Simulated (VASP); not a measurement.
Set up this calculation in VASP 6.6.1, as the native input.

| Property | Result |
| --- | --- |
| Task | single point |
| Functional | PBEsol |
| Potentials or basis | VASP PAW PBE potentials, release 64 (C) |
| Cutoff | 520 eV |
| k mesh | 12 × 12 × 4 |
| Occupations | gaussian, width 0.15 eV |
| Spin | no spin polarisation |
| Dipole correction | no |
| Further INCAR settings | ALGO = Normal; EDIFF = 1e-06; NBANDS = 16 |

The structure of C lies in POSCAR:

```
C
1.0
    1.2296818023     -2.1292311316      0.0000000000
    1.2296818023      2.1292311316      0.0000000000
    0.0000000000      0.0000000000      7.2796565393
C
4
Direct
    0.0833212375      0.9166787625      0.7499194539
    0.5833212375      0.4166787625      0.2500805461
    0.9166787625      0.0833212375      0.2500805461
    0.4166787625      0.5833212375      0.7499194539
```

The input as run:

INCAR

```
PREC = Accurate
ENCUT = 520
EDIFF = 1E-6
ISMEAR = 0
SIGMA = 0.15
LREAL = False
LASPH = True
NELM = 100
ALGO = Normal
ISIF = 2
LWAVE = False
LCHARG = True
GGA = PS
LELF = True
LVHAR = True
NBANDS = 16
```

KPOINTS

```
Automatic mesh
0
Gamma
  12 12 4
```

Potentials or basis: VASP PAW PBE potentials, release 64 (C).

Launch:

```console
$ cat potpaw_PBE.64/C/POTCAR > POTCAR
$ mpirun -np 1 vasp_std > vasp.out
```

It gave:

```yaml
Pressure: 0.6 GPa
Band_gap_on_the_k_mesh: zero (filled and empty bands touch)
```

Caveat: this functional lacks dispersion, which binds layers or chains, so the pressure and a relaxed spacing across them are unreliable; the PAW data sets were made with another functional, which shifts forces and pressure a little.

Run time: 58 s on 1 thread of AMD EPYC 7R13 Processor (Zen 3), on a shared host, peak memory 0.15 GiB.
